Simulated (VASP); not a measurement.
Here is a VASP 6.6.1 calculation.

POSCAR

```
Rh
1.0
    0.0000000000      1.8916188300      1.8916188300
    1.8916188300      0.0000000000      1.8916188300
    1.8916188300      1.8916188300      0.0000000000
Rh
1
Direct
    0.0000000000      0.0000000000      0.0000000000
```

INCAR.step1

```
ALGO     = Normal         # electronic algorithm
EDIFF    = 1E-5           # SCF threshold, eV
ENCUT    = 580            # plane-wave cutoff, eV
GGA      = PE             # functional
GGA_COMPAT= False        
ISMEAR   = -1             # smearing method
LASPH    = True           # aspherical terms in the spheres
LCHARG   = False          # write CHGCAR
LREAL    = False          # projectors in reciprocal space
LWAVE    = True           # write WAVECAR
NBANDS   = 14             # bands
NELM     = 120            # most SCF steps
PREC     = Accurate       # precision mode
SIGMA    = 0.05           # smearing width, eV
```

The input INCAR.step2:

```
ALGO     = Normal         # electronic algorithm
EDIFF    = 1E-6           # SCF threshold, eV
ENCUT    = 580            # plane-wave cutoff, eV
GGA_COMPAT= False        
ISIF     = 2              # what is computed and relaxed
ISMEAR   = -1             # smearing method
ISTART   = 1            
IVDW     = 12             # dispersion correction
LASPH    = True           # aspherical terms in the spheres
LCHARG   = False          # write CHGCAR
LMIXTAU  = True         
LREAL    = False          # projectors in reciprocal space
LWAVE    = False          # write WAVECAR
METAGGA  = R2SCAN         # meta-GGA
NBANDS   = 14             # bands
NELM     = 120            # most SCF steps
PREC     = Accurate       # precision mode
SIGMA    = 0.05           # smearing width, eV
VDW_A1   = 0.49484001   
VDW_A2   = 5.73083694   
VDW_S6   = 1.0          
VDW_S8   = 0.78981345
```

Contents of KPOINTS:

```
k-points
0
Gamma
  12 12 12
```

Potentials or basis: VASP PAW PBE potentials, release 64 (Rh_sv_GW).

The run is started by

```bash
$ cat potpaw_PBE.64/Rh_sv_GW/POTCAR > POTCAR
$ cp INCAR.step1 INCAR
$ mpirun -np 1 vasp_std > vasp.out
$ cp INCAR.step2 INCAR
$ mpirun -np 1 vasp_std > vasp.out
```

Problem. What does it give for the pressure?

Solution. -1.7 GPa.

Problem. What does it give for the dispersion energy per atom?

Solution. -0.310 eV.

Caveat: the PAW data sets were made with another functional, which shifts forces and pressure a little; pairwise dispersion overbinds metals, which lowers pressure and volume.
